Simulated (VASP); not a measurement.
Crystal: Mg.

```xyz
2
Lattice="3.2093 0.0000 0.0000 -1.6046 2.7793 0.0000 0.0000 0.0000 5.2103" Properties=species:S:1:pos:R:3 pbc="T T T"
Mg    0.0000    1.8529    1.3026
Mg    1.6047    0.9264    3.9077
```

| Property | Result |
| --- | --- |
| Program | VASP 6.6.1 |
| Task | relaxation of cell and atoms |
| Functional | LDA |
| Potentials or basis | VASP PAW LDA potentials, release 64 (Mg) |
| Cutoff | 600 eV |
| k mesh | 7 × 7 × 4 |
| Occupations | gaussian, width 0.1 eV |
| Spin | no spin polarisation |

At the start: pressure -2.6 GPa; volume 23.24 Å³/atom.

**Question.** Where does the relaxation end?

**Answer.** Over 10 steps the energy falls by 20.9 meV/atom and the volume is 21.61 Å³/atom (-7.0 %); space group P6_3/mmc (No. 194, to 0.05 Å).

The path:
| step | energy change (eV) | largest force (eV/Å) | pressure (GPa) | volume (Å³) |
| --- | --- | --- | --- | --- |
| 1 | 0.0000 | 0.0000 | -2.63 | 46.47 |
| 2 | -0.0352 | 0.0000 | -0.76 | 43.95 |
| 3 | -0.0386 | 0.0000 | 0.06 | 43.06 |
| 4 | -0.0387 | 0.0000 | 0.21 | 42.92 |
| 5 | -0.0398 | 0.0000 | 0.10 | 43.05 |
| 6 | -0.0416 | 0.0000 | -0.18 | 43.44 |
| 7 | -0.0416 | 0.0000 | -0.10 | 43.33 |
| 8 | -0.0417 | 0.0000 | -0.14 | 43.37 |
| 9 | -0.0417 | 0.0000 | -0.14 | 43.38 |
| 10 | -0.0417 | 0.0000 | 0.02 | 43.22 |

Final structure:
```
Mg
1.0
     3.07636    0.00000    0.00000
    -1.53818    2.66421    0.00000
     0.00000    0.00000    5.27323
Mg
2
Direct
  0.33333 0.66667 0.25000
  0.66667 0.33333 0.75000
```
